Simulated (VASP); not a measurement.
A run of VASP 6.6.1:

The input INCAR:

```
SYSTEM = Y
PREC = Accurate
ENCUT = 520
EDIFF = 1E-6
ISMEAR = -1
SIGMA = 0.1
LREAL = .False.
LASPH = .True.
NELM = 60
ALGO = Normal
ISIF = 2
LWAVE = .False.
LCHARG = .True.
GGA = CA
LELF = .True.
LVHAR = .True.
NBANDS = 18
```

File KPOINTS:

```
regular mesh
0
Gamma
  16 16 8
  0 0 0
```

The input POSCAR:

```
Y
1.0
    3.3774857900      0.0000000000      0.0000000000
   -1.6887428950      2.9249884951      0.0000000000
    0.0000000000      0.0000000000      5.3312096605
Y
2
Direct
    0.3333333333      0.6666666667      0.2500000000
    0.6666666667      0.3333333333      0.7500000000
```

Potentials or basis: VASP PAW LDA potentials, release 64 (Y_sv).

Run with:

```console
$ cat potpaw_LDA.64/Y_sv/POTCAR > POTCAR
$ mpirun -np 1 vasp_std > vasp.out
```

Hardware: 1 thread of Intel Xeon 8259CL (shared host).

Q: Estimate the wall time of this run.

A: Run time: 3.5 min on 1 thread of Intel Xeon 8259CL, on a shared host, peak memory 0.27 GiB. Counts: scf iterations 12, k points 150.
